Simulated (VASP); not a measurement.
Input of a VASP 6.6.1 run:

Contents of INCAR:

```
SYSTEM = HC3
PREC = Accurate
ENCUT = 520
EDIFF = 1E-7
ISMEAR = 0
SIGMA = 0.05
LREAL = Auto
LASPH = .True.
NELM = 60
ALGO = Normal
ISIF = 2
LWAVE = .False.
LCHARG = .False.
GGA = PS
NBANDS = 40
```

The input KPOINTS:

```
Automatic mesh
0
Gamma
  1 1 13
  0 0 0
```

File POSCAR:

```
HC3
1.0
   17.0000000000      0.0000000000      0.0000000000
    0.0000000000      9.3000000000      0.0000000000
    0.0000000000      0.0000000000      4.2588411474
C H
12 4
Direct
    0.6807972855      0.5000000000      0.3333333333
    0.5361594571      0.5000000000      0.3333333333
    0.6084783713      0.5000000000      0.8333333333
    0.3915216287      0.5000000000      0.3333333333
    0.4638405429      0.5000000000      0.8333333333
    0.3192027145      0.5000000000      0.8333333333
    0.6084783713      0.5000000000      0.1666666667
    0.6807972855      0.5000000000      0.6666666667
    0.4638405429      0.5000000000      0.1666666667
    0.5361594571      0.5000000000      0.6666666667
    0.3192027145      0.5000000000      0.1666666667
    0.3915216287      0.5000000000      0.6666666667
    0.7363247967      0.5000000000      0.2053642495
    0.2636752033      0.5000000000      0.7053642495
    0.7363247967      0.5000000000      0.7946357505
    0.2636752033      0.5000000000      0.2946357505
```

Potentials or basis: VASP PAW PBE potentials, release 64 (C, H).

Command:

```sh
$ cat potpaw_PBE.64/C/POTCAR potpaw_PBE.64/H/POTCAR > POTCAR
$ mpirun -np 1 vasp_std > vasp.out
```

(1) What does it give for the largest force?

(2) Predict the band gap on the k mesh.

Results:

(1) 2.073 eV/Å.

(2) 0.93 eV.

Caveat: the PAW data sets were made with another functional, which shifts forces and pressure a little.
